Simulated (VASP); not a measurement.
# MnO (P6_3mc) in VASP: single point with PBE

Aim: the single point of MnO with PBE.

Program: VASP 6.6.1. These are calculated values, not measurements. Logs are shortened: lines on timing, memory, paths and dates and some standing lists are left out, and cuts for length are marked.

**1. The cell of the first run**

Symmetry: P6_3mc, No. 186, hexagonal system. Conventional cell: a = 3.349 Å, b = 3.349 Å, c = 5.349 Å, α = 90.00°, β = 90.00°, γ = 120.00°. Within 2.6 Å of Mn (site symmetry 3m) lie 4 O at 1.95 to 2.06 Å. O (site symmetry 3m) has 4 Mn at 1.95 to 2.06 Å within 2.6 Å.

**2. Single point, PBE, collinear spin, ferromagnetic start (12.99 Å³/atom)**

The input, INCAR:

```
SYSTEM = MnO
ALGO = Normal
EDIFF = 1E-6
ENCUT = 520
GGA = PE
ISIF = 2
ISMEAR = -1
ISPIN = 2
LASPH = .True.
LCHARG = .False.
LMAXMIX = 4
LORBIT = 11
LREAL = .False.
LWAVE = .False.
MAGMOM = 4 4 0 0
NBANDS = 31
NELM = 150
PREC = Accurate
SIGMA = 0.05
```

The input, KPOINTS:

```
k-points
0
Gamma
  14 14 8
  0 0 0
```

The input, POSCAR:

```
MnO
1.0
    3.3490713822      0.0000000000      0.0000000000
   -1.6745356910      2.9003808960      0.0000000000
    0.0000000000      0.0000000000      5.3493546156
Mn O
2 2
Direct
    0.3333333333      0.6666666667      0.0109600000
    0.6666666667      0.3333333333      0.5109600000
    0.3333333333      0.6666666667      0.3754700000
    0.6666666667      0.3333333333      0.8754700000
```

Potentials or basis: VASP PAW PBE potentials, release 64 (Mn_pv, O).

Launch:

```
$ cat potpaw_PBE.64/Mn_pv/POTCAR potpaw_PBE.64/O/POTCAR > POTCAR
$ mpirun -np 1 vasp_std > vasp.out
```

OUTCAR:

```text
SYSTEM = MnO
   EDIFF = 1E-6
   ENCUT = 520
   GGA = PE
   ISIF = 2
   ISMEAR = -1
   ISPIN = 2
   LASPH = .True.
   LORBIT = 11
   LREAL = .False.
   NELM = 150
   PREC = Accurate

 ion  position               nearest neighbor table
   1  0.333  0.667  0.011-   3 1.95   4 2.06   4 2.06   4 2.06
   2  0.667  0.333  0.511-   4 1.95   3 2.06   3 2.06   3 2.06
   3  0.333  0.667  0.375-   1 1.95   2 2.06   2 2.06   2 2.06
   4  0.667  0.333  0.875-   2 1.95   1 2.06   1 2.06   1 2.06

  LATTYP: Found a hexagonal cell.
 ALAT       =     3.3490713822
 C/A-ratio  =     1.5972650341

  Lattice vectors:

 A1 = (   3.3490713822,   0.0000000000,   0.0000000000)
 A2 = (  -1.6745356910,   2.9003808960,   0.0000000000)
 A3 = (   0.0000000000,   0.0000000000,   5.3493546156)

Analysis of symmetry for initial positions (statically):
=====================================================================
 Subroutine PRICEL returns:
 Original cell was already a primitive cell.

 Routine SETGRP: Setting up the symmetry group for a
 hexagonal supercell.

 Subroutine GETGRP returns: Found 12 space group operations
 (whereof  6 operations were pure point group operations)
 out of a pool of 24 trial point group operations.

The static configuration has the point symmetry C_3v.
 The point group associated with its full space group is C_6v.

Analysis of symmetry for dynamics (positions and initial velocities):
=====================================================================
 Subroutine PRICEL returns:
 Original cell was already a primitive cell.

 Routine SETGRP: Setting up the symmetry group for a
 hexagonal supercell.

 Subroutine GETGRP returns: Found 12 space group operations
 (whereof  6 operations were pure point group operations)
 out of a pool of 24 trial point group operations.

The dynamic configuration has the point symmetry C_3v.
 The point group associated with its full space group is C_6v.

Analysis of structural, dynamic, and magnetic symmetry:
=====================================================================
 Subroutine PRICEL returns:
 Original cell was already a primitive cell.

 Routine SETGRP: Setting up the symmetry group for a
 hexagonal supercell.

 Subroutine GETGRP returns: Found 12 space group operations
 (whereof  6 operations were pure point group operations)
 out of a pool of 24 trial point group operations.

The overall configuration has the point symmetry C_3v.
 The point group associated with its full space group is C_6v.

 Subroutine INISYM returns: Found 12 space group operations
 (whereof  6 operations are pure point group operations),
 and found     1 'primitive' translations

----------------------------------------------------------------------------------------

                                     Primitive cell

  volume of cell :      51.9614

  direct lattice vectors                    reciprocal lattice vectors
     3.349071382  0.000000000  0.000000000     0.298590232  0.172391151  0.000000000
    -1.674535691  2.900380896  0.000000000     0.000000000  0.344782301  0.000000000
     0.000000000  0.000000000  5.349354616     0.000000000  0.000000000  0.186938439

  length of vectors
     3.349071382  3.349071382  5.349354616     0.344782301  0.344782301  0.186938439

  position of ions in fractional coordinates (direct lattice)
     0.333333333  0.666666667  0.010960000
     0.666666667  0.333333333  0.510960000
     0.333333333  0.666666667  0.375470000
     0.666666667  0.333333333  0.875470000

  ion indices of the primitive-cell ions
   primitive index   ion index
                 1           1
                 2           2
                 3           3
                 4           4

----------------------------------------------------------------------------------------

 KPOINTS: k-points

Automatic generation of k-mesh.
 Grid dimensions read from file:
 generate k-points for:   14   14    8

 Generating k-lattice:

  Cartesian coordinates                     Fractional coordinates (reciprocal lattice)
     0.021327874  0.012313654  0.000000000     0.071428571  0.000000000  0.000000000
     0.000000000  0.024627307  0.000000000     0.000000000  0.071428571  0.000000000
     0.000000000  0.000000000  0.023367305     0.000000000  0.000000000  0.125000000

  Length of vectors
     0.024627307  0.024627307  0.023367305

  Shift w.r.t. Gamma in fractional coordinates (k-lattice)
     0.000000000  0.000000000  0.000000000

 Subroutine IBZKPT returns following result:
 ===========================================

 Found    120 irreducible k-points:

 Following reciprocal coordinates:
            Coordinates               Weight
  0.000000  0.000000  0.000000      1.000000
  0.071429  0.000000  0.000000      6.000000
  0.142857  0.000000  0.000000      6.000000
  0.214286  0.000000  0.000000      6.000000
  0.285714  0.000000  0.000000      6.000000
  0.357143  0.000000  0.000000      6.000000
[... 16 lines left out ...]
  0.285714  0.285714  0.000000      6.000000
  0.357143  0.285714  0.000000      6.000000
 [... further k-points ...]
   k-points           NKPTS =    120   k-points in BZ     NKDIM =    120   number of bands    NBANDS=     31
   number of dos      NEDOS =    301   number of ions     NIONS =      4
   total plane-waves  NPLWV =  31360
   dimension x,y,z NGX =    28 NGY =   28 NGZ =   40
   dimension x,y,z NGXF=    56 NGYF=   56 NGZF=   80
   ions per type =               2   2
   NGX,Y,Z   is equivalent  to a cutoff of  13.90, 13.90, 12.43 a.u.
   NGXF,Y,Z  is equivalent  to a cutoff of  27.80, 27.80, 24.86 a.u.
 SYSTEM =  MnO
   PREC   = accura    normal or accurate (medium, high low for compatibility)
   ISTART =      0    job   : 0-new  1-cont  2-samecut
   ICHARG =      2    charge: 1-file 2-atom 10-const
   ISPIN  =      2    spin polarized calculation?
   LNONCOLLINEAR =      F non collinear calculations
   LSORBIT =      F    spin-orbit coupling
   LASPH  =      T    aspherical Exc in radial PAW
   ENCUT  =  520.0 eV  38.22 Ry    6.18 a.u.   6.23  6.23  9.95*2*pi/ulx,y,z
   NELM   =    150;   NELMIN=  2; NELMDL= -5     # of ELM steps
   EDIFF  = 0.1E-05   stopping-criterion for ELM
   LREAL  =      F    real-space projection
   EDIFFG = 0.1E-04   stopping-criterion for IOM
   NSW    =      0    number of steps for IOM
   IBRION =     -1    ionic relax: 0-MD 1-quasi-New 2-CG
   NFREE  =      0    steps in history (QN), initial steepest desc. (CG)
   ISIF   =      2    stress and relaxation
   ISYM   =      2    0-nonsym 1-usesym 2-fastsym
   POTIM  = 0.5000    time-step for ionic-motion
   TEBEG  =    0.0;   TEEND  =   0.0 temperature during run
   PSTRESS=    0.0 pullay stress
   NELECT =      38.0000    total number of electrons
   NUPDOWN=      -1.0000    fix difference up-down
   EMIN   =  10.00;   EMAX   =-10.00  energy-range for DOS
   EFERMI =   0.00;   METHOD = LEGACY
   ISMEAR =    -1;   SIGMA  =   0.05  broadening in eV -4-tet -1-fermi 0-gaus
   EFERMI_NEDOS =   21; number of points for ismear=-14 and -15
   IALGO  =     38    algorithm
   IMIX   =      4    mixing-type and parameters
     AMIX     =   0.40;   BMIX     =  1.00
     AMIX_MAG =   1.60;   BMIX_MAG =  1.00
  volume/ion in A,a.u.               =      12.99        87.66
  Fermi-wavevector in a.u.,A,eV,Ry     =   1.474945  2.787241 29.598958  2.175462
  Thomas-Fermi vector in A             =   2.589654
   LORBIT       =     11    0 simple, 1 ext, 2 COOP (PROOUT), +10 PAW based schemes
   GGA     = PE    functional components
   LHFCALC =     F    Hartree Fock is set to
   AEXX    =    0.0000 exact exchange contribution
   IVDW    =     0    specifies the selected vdW correction
   LEPSILON=     F    determine dielectric tensor
   LRPA    =     F    only Hartree local field effects (RPA)
 spin polarized calculation
  energy-cutoff  :      520.00
  volume of cell :       51.96
 maximum number of plane-waves:      1424
 NGX is ok and might be reduce to    28
   NGX = 13   NGY = 13   NGZ = 19

 number of electron      38.0000008 magnetization      10.0123148

 number of electron      38.0000008 magnetization       9.9840220

 Free energy of the ion-electron system (eV)
  ---------------------------------------------------
  ext. energy  EPLUGINS =         0.00000000
  ---------------------------------------------------
  free energy    TOTEN  =       -32.72272076 eV

  energy without entropy =      -32.71876938  energy(sigma->0) =      -32.72074507

 E-fermi :   6.1531     XC(G=0): -10.6887

 val. band max:        6.1333696352   @ k =   0.0714   0.0000   0.0000
 cond. band min:       6.1568468877   @ k =   0.0000   0.0000   0.0000
 fundamental gap:      0.0234772525
 Fermi energy:         6.1531390764

 spin component 1

 k-point     1 :       0.0000    0.0000    0.0000
  band No.  band energies     occupation
      1     -44.5031      1.00000
      2     -44.5012      1.00000
      3     -44.5012      1.00000
      4     -44.4948      1.00000
      5     -44.4948      1.00000
      6     -44.4623      1.00000
[... 805 lines left out ...]
     30      15.8459      0.00000
     31      16.1458      0.00000

 [... further k-points ...]

 spin component 2

 k-point     1 :       0.0000    0.0000    0.0000
  band No.  band energies     occupation
      1     -39.8121      1.00000
      2     -39.7801      1.00000
      3     -39.7801      1.00000
      4     -39.7717      1.00000
      5     -39.7717      1.00000
      6     -39.7569      1.00000
[... 805 lines left out ...]
     30      17.4217      0.00000
     31      17.7120      0.00000

 [... further k-points ...]

------------------------ aborting loop because EDIFF is reached ----------------------------------------

  FORCE on cell =-STRESS in cart. coord.  units (eV):
  Direction    XX          YY          ZZ          XY          YZ          ZX
  --------------------------------------------------------------------------------------
  -------------------------------------------------------------------------------------
  Total        2.0713593      2.0713593      5.0895183      0.0000000      0.0000000      0.0000000
  in kB       63.8682750     63.8682750    156.9301662      0.0000000      0.0000000      0.0000000
  external PRESSURE =      94.8889054 kB  Pullay stress =       0.0000000 kB

 VOLUME and BASIS-vectors are now :
 -----------------------------------------------------------------------------
  energy-cutoff  :      520.00
  volume of cell :       51.96
      direct lattice vectors                 reciprocal lattice vectors
     3.349071382  0.000000000  0.000000000     0.298590232  0.172391151  0.000000000
    -1.674535691  2.900380896  0.000000000     0.000000000  0.344782301  0.000000000
     0.000000000  0.000000000  5.349354616     0.000000000  0.000000000  0.186938439

 POSITION                                       TOTAL-FORCE (eV/Angst)
 -----------------------------------------------------------------------------------
     -0.00000      1.93359      0.05863         0.000000      0.000000     -0.714002
      1.67454      0.96679      2.73331         0.000000      0.000000     -0.714002
     -0.00000      1.93359      2.00852        -0.000000      0.000000      0.714002
      1.67454      0.96679      4.68320         0.000000     -0.000000      0.714002
 -----------------------------------------------------------------------------------
    total drift:                               -0.000001     -0.000000      0.000854

  FREE ENERGIE OF THE ION-ELECTRON SYSTEM (eV)
  ---------------------------------------------------
  free  energy   TOTEN  =       -32.7227207621 eV

  energy  without entropy=      -32.7187693833  energy(sigma->0) =      -32.72074507

 total charge

# of ion       s       p       d       tot
------------------------------------------
    1        0.245   6.240   4.966  11.451
    2        0.245   6.240   4.966  11.451
    3        1.556   3.472   0.000   5.028
    4        1.556   3.472   0.000   5.028
--------------------------------------------------
tot          3.603  19.424   9.932  32.959

 magnetization (x)

# of ion       s       p       d       tot
------------------------------------------
    1        0.038   0.065   4.300   4.402
    2        0.038   0.065   4.300   4.402
    3        0.020   0.190   0.000   0.210
    4        0.020   0.190   0.000   0.210
--------------------------------------------------
tot          0.116   0.510   8.599   9.225
```

Wall time 12 min (1 thread of Intel Xeon 8259CL, shared host); peak memory 0.38 GiB.

Results:

| Item | Value |
| --- | --- |
| Free energy | -32.7227 eV |
| Pressure | 9.5 GPa |
| Largest force | 0.714 eV/Å |
| Band gap on the k mesh | zero (filled and empty bands overlap) |
| Net moment | 9.98 μB per cell |
| Site moments | Mn +4.40; O +0.21 μB |
| Valence electrons inside the program's atomic spheres | Mn 11.45; O 5.03 |

Forces in eV/Å, atoms in the order of the input:
```
Mn   0.000  0.000 -0.714
Mn   0.000  0.000 -0.714
O    0.000  0.000  0.714
O    0.000  0.000  0.714
```

Caveat: the stress differs along the axes, from 6 to 16 GPa; semilocal functionals often make such compounds metallic where correlation or magnetic order opens a gap, which also shifts bond lengths; the run started ferromagnetic, and an antiferromagnetic order may lie lower in energy. With open d or f shells a metallic result of PBE can be an artefact of self-interaction; +U or a hybrid may open a gap.

The gap in the log of VASP goes by the Fermi energy; the results here count the filled bands.